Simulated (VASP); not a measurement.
# InPd (Pm-3m) in VASP: further runs

Aim: see how the results for InPd move with the level of theory and the settings. Levels: PBE, PBE+D3(BJ). Tasks: single point.

All numbers are computed with VASP 6.6.1; they aren't measurements. Logs are shortened: lines on timing, memory, paths and dates and some standing lists are left out, and cuts for length are marked.

**1. The cell of the first run**

It takes space group Pm-3m (No. 221, cubic). Conventional cell: a = 3.272 Å, b = 3.272 Å, c = 3.272 Å, α = 90.00°, β = 90.00°, γ = 90.00°. Within 3.7 Å of In (site symmetry m-3m) lie 8 Pd at 2.83 Å and 6 In at 3.27 Å. Pd (site symmetry m-3m) has 8 In at 2.83 Å and 6 Pd at 3.27 Å within 3.7 Å.

**2. Single point, PBE**

INCAR reads:

```
SYSTEM = InPd
PREC = Accurate
ENCUT = 520
EDIFF = 1E-7
ISMEAR = 0
SIGMA = 0.023
LREAL = .False.
LASPH = .True.
NELM = 60
ALGO = Fast
ISIF = 2
LWAVE = .False.
LCHARG = .False.
GGA = PE
NBANDS = 18
```

KPOINTS reads:

```
regular mesh
0
Gamma
  8 8 8
  0 0 0
```

POSCAR reads:

```
InPd
1.0
    3.2718847800      0.0000000000      0.0000000000
    0.0000000000      3.2718847800      0.0000000000
    0.0000000000      0.0000000000      3.2718847800
In Pd
1 1
Direct
    0.0000000000      0.0000000000      0.0000000000
    0.5000000000      0.5000000000      0.5000000000
```

Potentials or basis: VASP PAW PBE potentials, release 64 (In_d, Pd).

Launch:

```console
$ cat potpaw_PBE.64/In_d/POTCAR potpaw_PBE.64/Pd/POTCAR > POTCAR
$ mpirun -np 1 vasp_std > vasp.out
```

OUTCAR:

```text
SYSTEM = InPd
   PREC = Accurate
   ENCUT = 520
   EDIFF = 1E-7
   ISMEAR = 0
   LREAL = .False.
   LASPH = .True.
   NELM = 60
   ISIF = 2
   GGA = PE

 ion  position               nearest neighbor table
   1  0.000  0.000  0.000-   2 2.83   2 2.83   2 2.83   2 2.83   2 2.83   2 2.83   2 2.83   2 2.83

   2  0.500  0.500  0.500-   1 2.83   1 2.83   1 2.83   1 2.83   1 2.83   1 2.83   1 2.83   1 2.83

  LATTYP: Found a simple cubic cell.
 ALAT       =     3.2718847800

  Lattice vectors:

 A1 = (   3.2718847800,   0.0000000000,   0.0000000000)
 A2 = (   0.0000000000,   3.2718847800,   0.0000000000)
 A3 = (   0.0000000000,   0.0000000000,   3.2718847800)

Analysis of symmetry for initial positions (statically):
=====================================================================
 Subroutine PRICEL returns:
 Original cell was already a primitive cell.

 Routine SETGRP: Setting up the symmetry group for a
 simple cubic supercell.

 Subroutine GETGRP returns: Found 48 space group operations
 (whereof 48 operations were pure point group operations)
 out of a pool of 48 trial point group operations.

The static configuration has the point symmetry O_h .

Analysis of symmetry for dynamics (positions and initial velocities):
=====================================================================
 Subroutine PRICEL returns:
 Original cell was already a primitive cell.

 Routine SETGRP: Setting up the symmetry group for a
 simple cubic supercell.

 Subroutine GETGRP returns: Found 48 space group operations
 (whereof 48 operations were pure point group operations)
 out of a pool of 48 trial point group operations.

The dynamic configuration has the point symmetry O_h .

 Subroutine INISYM returns: Found 48 space group operations
 (whereof 48 operations are pure point group operations),
 and found     1 'primitive' translations

----------------------------------------------------------------------------------------

                                     Primitive cell

  volume of cell :      35.0263

  direct lattice vectors                    reciprocal lattice vectors
     3.271884780  0.000000000  0.000000000     0.305634234  0.000000000  0.000000000
     0.000000000  3.271884780  0.000000000     0.000000000  0.305634234  0.000000000
     0.000000000  0.000000000  3.271884780     0.000000000  0.000000000  0.305634234

  length of vectors
     3.271884780  3.271884780  3.271884780     0.305634234  0.305634234  0.305634234

  position of ions in fractional coordinates (direct lattice)
     0.000000000  0.000000000  0.000000000
     0.500000000  0.500000000  0.500000000

  ion indices of the primitive-cell ions
   primitive index   ion index
                 1           1
                 2           2

----------------------------------------------------------------------------------------

 KPOINTS: regular mesh

Automatic generation of k-mesh.
 Grid dimensions read from file:
 generate k-points for:    8    8    8

 Generating k-lattice:

  Cartesian coordinates                     Fractional coordinates (reciprocal lattice)
     0.038204279  0.000000000  0.000000000     0.125000000  0.000000000  0.000000000
     0.000000000  0.038204279  0.000000000     0.000000000  0.125000000  0.000000000
     0.000000000  0.000000000  0.038204279     0.000000000  0.000000000  0.125000000

  Length of vectors
     0.038204279  0.038204279  0.038204279

  Shift w.r.t. Gamma in fractional coordinates (k-lattice)
     0.000000000  0.000000000  0.000000000

 Subroutine IBZKPT returns following result:
 ===========================================

 Found     35 irreducible k-points:

 Following reciprocal coordinates:
            Coordinates               Weight
  0.000000  0.000000  0.000000      1.000000
  0.125000  0.000000  0.000000      6.000000
  0.250000  0.000000  0.000000      6.000000
  0.375000  0.000000  0.000000      6.000000
  0.500000  0.000000  0.000000      3.000000
  0.125000  0.125000  0.000000     12.000000
[... 16 lines left out ...]
  0.375000  0.375000  0.125000     24.000000
  0.500000  0.375000  0.125000     24.000000
 [... further k-points ...]
   k-points           NKPTS =     35   k-points in BZ     NKDIM =     35   number of bands    NBANDS=     18
   number of dos      NEDOS =    301   number of ions     NIONS =      2
   total plane-waves  NPLWV =  13824
   dimension x,y,z NGX =    24 NGY =   24 NGZ =   24
   dimension x,y,z NGXF=    48 NGYF=   48 NGZF=   48
   ions per type =               1   1
   NGX,Y,Z   is equivalent  to a cutoff of  12.19, 12.19, 12.19 a.u.
   NGXF,Y,Z  is equivalent  to a cutoff of  24.39, 24.39, 24.39 a.u.
 SYSTEM =  InPd
   PREC   = accura    normal or accurate (medium, high low for compatibility)
   ISTART =      0    job   : 0-new  1-cont  2-samecut
   ICHARG =      2    charge: 1-file 2-atom 10-const
   ISPIN  =      1    spin polarized calculation?
   LNONCOLLINEAR =      F non collinear calculations
   LSORBIT =      F    spin-orbit coupling
   LASPH  =      T    aspherical Exc in radial PAW
   ENCUT  =  520.0 eV  38.22 Ry    6.18 a.u.   6.08  6.08  6.08*2*pi/ulx,y,z
   NELM   =     60;   NELMIN=  2; NELMDL= -5     # of ELM steps
   EDIFF  = 0.1E-06   stopping-criterion for ELM
   LREAL  =      F    real-space projection
   EDIFFG = 0.1E-05   stopping-criterion for IOM
   NSW    =      0    number of steps for IOM
   IBRION =     -1    ionic relax: 0-MD 1-quasi-New 2-CG
   NFREE  =      0    steps in history (QN), initial steepest desc. (CG)
   ISIF   =      2    stress and relaxation
   ISYM   =      2    0-nonsym 1-usesym 2-fastsym
   POTIM  = 0.5000    time-step for ionic-motion
   TEBEG  =    0.0;   TEEND  =   0.0 temperature during run
   PSTRESS=    0.0 pullay stress
   NELECT =      23.0000    total number of electrons
   NUPDOWN=      -1.0000    fix difference up-down
   EMIN   =  10.00;   EMAX   =-10.00  energy-range for DOS
   EFERMI =   0.00;   METHOD = LEGACY
   ISMEAR =     0;   SIGMA  =   0.02  broadening in eV -4-tet -1-fermi 0-gaus
   EFERMI_NEDOS =   21; number of points for ismear=-14 and -15
   IALGO  =     68    algorithm
   IMIX   =      4    mixing-type and parameters
     AMIX     =   0.40;   BMIX     =  1.00
     AMIX_MAG =   1.60;   BMIX_MAG =  1.00
  volume/ion in A,a.u.               =      17.51       118.18
  Fermi-wavevector in a.u.,A,eV,Ry     =   1.422938  2.688964 27.548447  2.024754
  Thomas-Fermi vector in A             =   2.543589
   LORBIT       =      0    0 simple, 1 ext, 2 COOP (PROOUT), +10 PAW based schemes
   GGA     = PE    functional components
   LHFCALC =     F    Hartree Fock is set to
   AEXX    =    0.0000 exact exchange contribution
   IVDW    =     0    specifies the selected vdW correction
   LEPSILON=     F    determine dielectric tensor
   LRPA    =     F    only Hartree local field effects (RPA)
 non-spin polarized calculation
 RMM-DIIS sequential band-by-band and
 Gauss-broadening in eV      SIGMA  =   0.02
  energy-cutoff  :      520.00
  volume of cell :       35.03
 maximum number of plane-waves:       968
   NGX = 13   NGY = 13   NGZ = 13

 number of electron      22.9999997 magnetization

 Free energy of the ion-electron system (eV)
  ---------------------------------------------------
  ext. energy  EPLUGINS =         0.00000000
  ---------------------------------------------------
  free energy    TOTEN  =        -8.73060136 eV

  energy without entropy =       -8.72920842  energy(sigma->0) =       -8.72990489

 E-fermi :  10.3831     XC(G=0): -12.2312

 val. band max:       10.3688607658   @ k =   0.3750   0.2500   0.1250
 cond. band min:      10.3898303687   @ k =   0.3750   0.3750   0.1250
 fundamental gap:      0.0209696029
 Fermi energy:        10.3830774629

 k-point     1 :       0.0000    0.0000    0.0000
  band No.  band energies     occupation
      1      -4.4836      2.00000
      2      -4.4836      2.00000
      3      -4.0755      2.00000
      4      -4.0755      2.00000
      5      -4.0755      2.00000
      6       0.4288      2.00000
[... 10 lines left out ...]
     17      21.0703      0.00000
     18      26.5066      0.00000

 k-point     2 :       0.1250    0.0000    0.0000
  band No.  band energies     occupation
      1      -4.4752      2.00000
      2      -4.4321      2.00000
      3      -4.0911      2.00000
      4      -4.0911      2.00000
      5      -4.0708      2.00000
      6       0.6768      2.00000
[... 10 lines left out ...]
     17      22.5645      0.00000
     18      25.9940      0.00000

 k-point     3 :       0.2500    0.0000    0.0000
  band No.  band energies     occupation
      1      -4.4548      2.00000
      2      -4.3083      2.00000
      3      -4.1288      2.00000
      4      -4.1288      2.00000
      5      -4.0595      2.00000
      6       1.4152      2.00000
[... 10 lines left out ...]
     17      25.1312      0.00000
     18      25.4548      0.00000

 k-point     4 :       0.3750    0.0000    0.0000
  band No.  band energies     occupation
      1      -4.4344      2.00000
      2      -4.1854      2.00000
      3      -4.1660      2.00000
      4      -4.1660      2.00000
      5      -4.0482      2.00000
      6       2.6095      2.00000
[... 10 lines left out ...]
     17      23.1506      0.00000
     18      23.1715      0.00000

 k-point     5 :       0.5000    0.0000    0.0000
  band No.  band energies     occupation
      1      -4.4259      2.00000
      2      -4.1813      2.00000
      3      -4.1813      2.00000
      4      -4.1348      2.00000
      5      -4.0435      2.00000
      6       3.9153      2.00000
[... 10 lines left out ...]
     17      21.2165      0.00000
     18      21.4082      0.00000

 k-point     6 :       0.1250    0.1250    0.0000
  band No.  band energies     occupation
      1      -4.4468      2.00000
      2      -4.4010      2.00000
      3      -4.1105      2.00000
      4      -4.0956      2.00000
      5      -4.0803      2.00000
      6       0.9221      2.00000
[... 10 lines left out ...]
     17      22.6600      0.00000
     18      24.9363      0.00000

 k-point     7 :       0.2500    0.1250    0.0000
  band No.  band energies     occupation
      1      -4.4209      2.00000
      2      -4.2836      2.00000
      3      -4.1565      2.00000
      4      -4.1312      2.00000
      5      -4.0779      2.00000
      6       1.6477      2.00000
[... 10 lines left out ...]
     17      23.0686      0.00000
     18      25.1680      0.00000

 k-point     8 :       0.3750    0.1250    0.0000
  band No.  band energies     occupation
      1      -4.4014      2.00000
      2      -4.2016      2.00000
      3      -4.1701      2.00000
      4      -4.1606      2.00000
      5      -4.0719      2.00000
      6       2.8043      2.00000
[... 10 lines left out ...]
     17      22.9433      0.00000
     18      23.3018      0.00000
[... 229 lines left out ...]
     17      23.5822      0.00000
     18      23.7313      0.00000

 k-point    20 :       0.2500    0.2500    0.1250
  band No.  band energies     occupation
      1      -4.3155      2.00000
      2      -4.2195      2.00000
      3      -4.1902      2.00000
      4      -4.1617      2.00000
      5      -4.1452      2.00000
      6       2.5143      2.00000
[... 10 lines left out ...]
     17      23.0995      0.00000
     18      23.2903      0.00000

 k-point    21 :       0.3750    0.2500    0.1250
  band No.  band energies     occupation
      1      -4.2928      2.00000
      2      -4.2813      2.00000
      3      -4.2039      2.00000
      4      -4.1526      2.00000
      5      -4.0717      2.00000
      6       3.4697      2.00000
[... 10 lines left out ...]
     17      22.9259      0.00000
     18      24.0595      0.00000

 k-point    22 :       0.5000    0.2500    0.1250
  band No.  band energies     occupation
      1      -4.3098      2.00000
      2      -4.2833      2.00000
      3      -4.2227      2.00000
      4      -4.1531      2.00000
      5      -4.0204      2.00000
      6       4.1735      2.00000
[... 10 lines left out ...]
     17      22.8260      0.00000
     18      24.7937      0.00000

 k-point    23 :       0.3750    0.3750    0.1250
  band No.  band energies     occupation
      1      -4.3572      2.00000
      2      -4.2530      2.00000
      3      -4.2137      2.00000
      4      -4.2036      2.00000
      5      -3.9677      2.00000
      6       4.0709      2.00000
[... 10 lines left out ...]
     17      21.4286      0.00000
     18      23.6234      0.00000

 k-point    24 :       0.5000    0.3750    0.1250
  band No.  band energies     occupation
      1      -4.3871      2.00000
      2      -4.2433      2.00000
      3      -4.2312      2.00000
      4      -4.2109      2.00000
      5      -3.9189      2.00000
      6       4.3772      2.00000
[... 10 lines left out ...]
     17      21.5763      0.00000
     18      23.5575      0.00000

 [... further k-points ...]
[... 5 lines left out ...]
  --------------------------------------------------------------------------------------
  -------------------------------------------------------------------------------------
  Total        0.8172080      0.8172080      0.8172080     -0.0000000      0.0000000      0.0000000
  in kB       37.3808502     37.3808502     37.3808502     -0.0000000      0.0000000      0.0000000
  external PRESSURE =      37.3808502 kB  Pullay stress =       0.0000000 kB

 VOLUME and BASIS-vectors are now :
 -----------------------------------------------------------------------------
  energy-cutoff  :      520.00
  volume of cell :       35.03
      direct lattice vectors                 reciprocal lattice vectors
     3.271884780  0.000000000  0.000000000     0.305634234  0.000000000  0.000000000
     0.000000000  3.271884780  0.000000000     0.000000000  0.305634234  0.000000000
     0.000000000  0.000000000  3.271884780     0.000000000  0.000000000  0.305634234

 POSITION                                       TOTAL-FORCE (eV/Angst)
 -----------------------------------------------------------------------------------
      0.00000      0.00000      0.00000         0.000000      0.000000      0.000000
      1.63594      1.63594      1.63594         0.000000      0.000000      0.000000
 -----------------------------------------------------------------------------------
    total drift:                                0.000000      0.000000     -0.000000

  FREE ENERGIE OF THE ION-ELECTRON SYSTEM (eV)
  ---------------------------------------------------
  free  energy   TOTEN  =        -8.7306013587 eV

  energy  without entropy=       -8.7292084197  energy(sigma->0) =       -8.72990489
```

It took 11 s on 1 thread of Intel Xeon 6975P-C, shared host; peak memory 0.15 GiB.

What came out:

| Item | Value |
| --- | --- |
| Free energy | -8.7306 eV |
| Pressure | 3.7 GPa |

Caveat: spin-orbit coupling is left out, which moves the levels of the heavy elements.

**3. Single point, PBE+D3(BJ)**

This run uses another cell than the first one, of 17.31 Å³/atom, 0.988 times its volume.

INCAR reads:

```
PREC = Accurate ; ENCUT = 520
EDIFF = 1E-7 ; ISMEAR = -1
SIGMA = 0.05 ; LREAL = False
LASPH = True ; NELM = 60
ALGO = Normal ; ISIF = 2
LWAVE = False ; LCHARG = False
GGA = PE ; IVDW = 12
NBANDS = 18
```

KPOINTS reads:

```
Automatic mesh
0
Gamma
  8 8 8
```

POSCAR reads:

```
InPd
1.0
    3.2589869226      0.0000000000      0.0000000000
    0.0000000000      3.2589869226      0.0000000000
    0.0000000000      0.0000000000      3.2589869226
In Pd
1 1
Direct
    0.0000000000      0.0000000000      0.0000000000
    0.5000000000      0.5000000000      0.5000000000
```

Potentials or basis: VASP PAW PBE potentials, release 64 (In_d, Pd).

Launch:

```console
$ cat potpaw_PBE.64/In_d/POTCAR potpaw_PBE.64/Pd/POTCAR > POTCAR
$ mpirun -np 1 vasp_std > vasp.out
```

Run time: 33 s. Hardware: 1 thread of Intel Xeon Platinum 8259CL at 2.50GHz (Skylake/Cascade Lake), shared host; peak memory 0.16 GiB.

Results (log left out):

* Free energy: -9.8103 eV
* Pressure: 0.1 GPa
* Dispersion energy per atom: -0.542 eV

Levels at points of the mesh, in eV from the Fermi level:
| k point | band 9 | band 10 | band 11 | band 12 | band 13 | band 14 | band 15 | band 16 |
| --- | --- | --- | --- | --- | --- | --- | --- | --- |
| (0.00, 0.00, 0.00) | -2.21 | -2.21 | -2.21 | 4.33 | 4.33 | 4.33 | 9.68 | 10.74 |
| (0.50, 0.00, 0.00) | -3.22 | -3.22 | -2.29 | -1.04 | 9.75 | 9.75 | 10.01 | 10.88 |
| (0.50, 0.50, 0.00) | -2.63 | -2.28 | -2.28 | -1.63 | 1.60 | 2.60 | 9.65 | 11.45 |
| (0.50, 0.50, 0.50) | -1.59 | -1.59 | 0.06 | 3.89 | 3.89 | 3.89 | 4.53 | 4.53 |

Caveat: spin-orbit coupling is left out, which moves the levels of the heavy elements; pairwise dispersion overbinds metals, which lowers pressure and volume.
